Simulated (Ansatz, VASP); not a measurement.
## CoNiO2 in VASP and in Ansatz

```
Co Ni O
1.0
     2.92149    0.00000    0.00000
     0.00000    2.92149    0.00000
     0.00000    0.00000    4.13520
Co Ni O
1 1 2
Direct
  0.50000 0.50000 0.50000
  0.00000 0.00000 0.00000
  0.50000 0.50000 0.00000
  0.00000 0.00000 0.50000
```

Alike in both runs: functional PBE; k mesh 14 × 14 × 10; occupations gaussian, width 0.1 eV; no spin polarisation.

Ansatz relaxed the structure, and its values are those at the end. VASP's run is a single point on that final structure, the one shown.

|  | VASP | Ansatz |
| --- | --- | --- |
| version | VASP 6.6.1 | Ansatz 0.2.0 |
| potentials or method | VASP PAW PBE potentials, release 64 (Co, Ni, O), cutoff 520 eV | scalar-relativistic, plane waves, PAW |
| valence electrons in the cell | 31 | 47 |

Ansatz gave:

| Item | Value |
| --- | --- |
| gap on the k mesh at the Fermi level (eV) | none |
| pressure (GPa) | 0.0 |

Q: What did VASP give for the same quantities?

A: gap on the k mesh at the Fermi level (eV): none; pressure (GPa): 0.1.

A gap of «none» marks a metal or a gap that the smearing closes. The functional is the same, so the differences come from potentials, cutoffs and numerics. VASP's potentials hold 31 valence electrons a cell and Ansatz's 47, so a difference there can come from the potentials and not from the codes.
